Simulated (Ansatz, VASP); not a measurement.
# Si3Te in VASP and in Ansatz

```
CELL_PARAMETERS angstrom
4.24384 0.00000 0.00000
0.00000 4.24384 0.00000
0.00000 0.00000 4.24384
ATOMIC_POSITIONS crystal
Si 0.00000 0.50000 0.50000
Si 0.50000 0.00000 0.50000
Si 0.50000 0.50000 0.00000
Te 0.00000 0.00000 0.00000
```

Change from the starting cell: species swapped into the Pr3Sn type (Pm-3m, No. 221).

Alike in both runs: functional PBE; k mesh 12 × 12 × 12; occupations gaussian, width 0.1 eV; no spin polarisation.

Ansatz relaxed the structure, and its values are those at the end. VASP's run is a single point on that final structure, the one shown.

```csv
,VASP,Ansatz
version,VASP 6.6.1,Ansatz 0.2.0
potentials or method,"VASP PAW PBE potentials, release 64 (Si, Te), cutoff 520 eV","scalar-relativistic, plane waves, PAW"
valence electrons in the cell,18,28
```

|  | VASP | Ansatz | Ansatz less VASP |
| --- | --- | --- | --- |
| gap on the k mesh at the Fermi level (eV) | none | none | - |
| pressure (GPa) | 0.0 | 0.0 | +0.02 |

A gap of «none» marks a metal or a gap that the smearing closes. VASP's potentials hold 18 valence electrons a cell and Ansatz's 28, so a difference there can come from the potentials and not from the codes.

Spin-orbit coupling is off throughout.
